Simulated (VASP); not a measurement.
A run of VASP 6.6.1:

INCAR

```
PREC     = Accurate       # precision mode
ENCUT    = 600            # plane-wave cutoff, eV
EDIFF    = 1E-6           # SCF threshold, eV
ISMEAR   = 0              # smearing method
SIGMA    = 0.1            # smearing width, eV
LREAL    = F              # projectors in reciprocal space
LASPH    = T              # aspherical terms in the spheres
NELM     = 80             # most SCF steps
ALGO     = Normal         # electronic algorithm
ISIF     = 3              # what is computed and relaxed
LWAVE    = F              # write WAVECAR
LCHARG   = F              # write CHGCAR
GGA      = PS             # functional
IBRION   = 2              # ionic algorithm
NSW      = 100            # ionic steps
EDIFFG   = -0.005         # ionic threshold
```

KPOINTS

```
Automatic mesh
0
Gamma
  18 18 18
```

Contents of POSCAR:

```
TiN
1.0
    0.0000000000      2.1220000000      2.1220000000
    2.1220000000      0.0000000000      2.1220000000
    2.1220000000      2.1220000000      0.0000000000
Ti N
1 1
Direct
    0.0000000000      0.0000000000      0.0000000000
    0.5000000000      0.5000000000      0.5000000000
```

Potentials or basis: VASP PAW PBE potentials, release 64 (Ti_sv, N).

Run with:

```bash
$ cat potpaw_PBE.64/Ti_sv/POTCAR potpaw_PBE.64/N/POTCAR > POTCAR
$ mpirun -np 1 vasp_std > vasp.out
```

Hardware: 1 thread of Intel(R) Xeon(R) 6975P-C (Granite Rapids), with other jobs on the host.

Q: Estimate the wall time of this run.

A: Wall time 40 s on 1 thread of Intel(R) Xeon(R) 6975P-C (Granite Rapids), with other jobs on the host, peak memory 0.19 GiB. Counts: scf iterations 37, k points 195, ion steps 3.
